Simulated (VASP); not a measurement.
Here is a VASP 6.6.1 calculation.

Contents of INCAR:

```
SYSTEM = As2I3
PREC = Accurate ; ENCUT = 520
EDIFF = 1E-6 ; ISMEAR = 0
SIGMA = 0.1 ; LREAL = .FALSE.
LASPH = .TRUE. ; NELM = 80
ALGO = Normal ; ISIF = 2
LWAVE = .FALSE. ; LCHARG = .TRUE.
GGA = PE ; LELF = .TRUE.
LVHAR = .TRUE. ; NBANDS = 24
```

File KPOINTS:

```
regular mesh
0
G
  6 6 2
  0 0 0
```

Contents of POSCAR:

```
As2I3
1.0
    4.6708648828      0.0000000000      0.0000000000
   -2.3354324414      4.0450876462      0.0000000000
    0.0000000000      0.0000000000      9.6053793543
As I
2 3
Direct
    0.3333333333      0.6666666667      0.1638284928
    0.6666666667      0.3333333333      0.8361715072
    0.0000000000      0.0000000000      0.0000000000
    0.3333333333      0.6666666667      0.7041495417
    0.6666666667      0.3333333333      0.2958504583
```

Potentials or basis: VASP PAW PBE potentials, release 64 (As, I).

Run with:

```sh
$ cat potpaw_PBE.64/As/POTCAR potpaw_PBE.64/I/POTCAR > POTCAR
$ mpirun -np 1 vasp_std > vasp.out
```

**Question.** What does it give for the pressure?

**Answer.** 0.0 GPa.

**Question.** Estimate the largest force.

**Answer.** 0.008 eV/Å.

Forces in eV/Å, atoms in the order of the input:
```
As   0.000  0.000 -0.008
As   0.000  0.000  0.008
I    0.000  0.000  0.000
I    0.000  0.000  0.003
I    0.000  0.000 -0.003
```

Caveat: this functional lacks dispersion, which binds the layers, so the pressure and a relaxed spacing across them are unreliable; an odd number of electrons without spin polarisation forces a metal; a magnetic or distorted state may lie lower.
